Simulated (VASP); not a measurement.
Write the native input for VASP 6.6.1 that does the following.

- Task: relaxation of cell and atoms
- Functional: LDA
- Potentials or basis: VASP PAW LDA potentials, release 64 (Ti_sv, S)
- Cutoff: 500 eV
- k mesh: 15 × 15 × 8
- Occupations: gaussian, width 0.1 eV
- Spin: no spin polarisation
- Dipole correction: no
- Further INCAR settings: ALGO = Normal; EDIFF = 1e-07; IBRION = 2; EDIFFG = -0.002; NSW = 100; ISIF = 3

The structure of TiS2 (lda) lies in POSCAR:

```
TiS2
1.0
    3.4120000000      0.0000000000      0.0000000000
   -1.7060000000      2.9548786777      0.0000000000
    0.0000000000      0.0000000000      5.6950000000
Ti S
1 2
Direct
    0.0000000000      0.0000000000      0.0000000000
    0.3333333333      0.6666666667      0.2500000000
    0.6666666667      0.3333333333      0.7500000000
```

One way to write it, as run:

INCAR

```
SYSTEM = TiS2
PREC     = Accurate       ! precision mode
ENCUT    = 500            ! plane-wave cutoff, eV
EDIFF    = 1E-7           ! SCF threshold, eV
ISMEAR   = 0              ! smearing method
SIGMA    = 0.1            ! smearing width, eV
LREAL    = .FALSE.        ! projectors in reciprocal space
LASPH    = .TRUE.         ! aspherical terms in the spheres
NELM     = 120            ! most SCF steps
ALGO     = Normal         ! electronic algorithm
ISIF     = 3              ! what is computed and relaxed
LWAVE    = .FALSE.        ! write WAVECAR
LCHARG   = .FALSE.        ! write CHGCAR
IBRION   = 2              ! ionic algorithm
NSW      = 100            ! ionic steps
EDIFFG   = -0.002         ! ionic threshold
GGA_COMPAT= .FALSE.      
NELMIN   = 4
```

KPOINTS

```
regular mesh
0
G
  15 15 8
  0 0 0
```

Potentials or basis: VASP PAW LDA potentials, release 64 (Ti_sv, S).

Run with:

```bash
$ cat potpaw_LDA.64/Ti_sv/POTCAR potpaw_LDA.64/S/POTCAR > POTCAR
$ mpirun -np 1 vasp_std > vasp.out
```

Results of the run:

```yaml
Relaxed_volume: 17.27 Å³/atom
Relaxed_cell: a = 3.315 Å, b = 3.315 Å, c = 5.446 Å, α = 90.00°, β = 90.00°, γ = 120.00°
Space_group_after_relaxing_to_0.05_Å: P-3m1 (No. 164)
Energy_gained_by_relaxing: 29.6 meV/atom
Ionic_steps: 14
Pressure_after_relaxing: 0.0 GPa
Band_gap_on_the_k_mesh: zero (band 12 reaches 6.74 eV, above the bottom of band 13 at 6.23 eV)
```

It took 31 min on 1 thread of Intel(R) Xeon(R) Platinum 8259CL CPU @ 2.50GHz (Skylake/Cascade Lake), with other jobs on the host, peak memory 0.29 GiB.
